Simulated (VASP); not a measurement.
# Hf: single point with r2SCAN

Hf:

```
CELL_PARAMETERS angstrom
-1.85013 1.80500 1.80500
1.85013 -1.80500 1.80500
1.85013 1.80500 -1.80500
ATOMIC_POSITIONS crystal
Hf 0.00000 0.00000 0.00000
```

This cell differs from its parent crystal: strain +0.0250 x Voigt [1, 0, 0, 0, 0, 0].

```yaml
Program: VASP 6.6.1
Task: single point
Functional: r2SCAN
Potentials_or_basis: VASP PAW PBE potentials, release 64 (Hf_pv)
Cutoff: 520 eV
k_mesh: 18 × 18 × 18
Occupations: gaussian, width 0.15 eV
Spin: no spin polarisation
```

```yaml
Pressure: -7.8 GPa
Band_gap_on_the_k_mesh: zero (bands 5 and 6 overlap by 2.33 eV)
```

Stress tensor (GPa, compression positive):
```
-6.72  0.00  0.00
 0.00 -8.35  0.00
 0.00  0.00 -8.35
```

Levels at points of the mesh, in eV from the Fermi level:
| k point | band 2 | band 3 | band 4 | band 5 | band 6 | band 7 | band 8 | band 9 |
| --- | --- | --- | --- | --- | --- | --- | --- | --- |
| (0.00, 0.00, 0.00) | -31.31 | -31.31 | -7.16 | 1.59 | 1.59 | 1.87 | 4.11 | 4.47 |
| (0.50, 0.00, 0.00) | -31.53 | -31.32 | -3.23 | -0.47 | 0.68 | 4.35 | 5.15 | 7.29 |
| (0.00, 0.50, 0.00) | -31.52 | -31.31 | -3.28 | -0.19 | 0.54 | 3.98 | 5.03 | 7.24 |
| (0.50, 0.50, 0.50) | -31.75 | -31.75 | -2.42 | -2.36 | 6.48 | 6.49 | 6.54 | 6.54 |

It took 17 min on 1 thread of Intel Xeon 8259CL, on a shared host, peak memory 0.22 GiB.

Caveat: the cell differs from its parent crystal (strain +0.0250 x Voigt [1, 0, 0, 0, 0, 0]); the cell stands under tension; the PAW data sets were made with another functional, which shifts forces and pressure a little; spin-orbit coupling is left out, which moves the levels of the heavy elements.
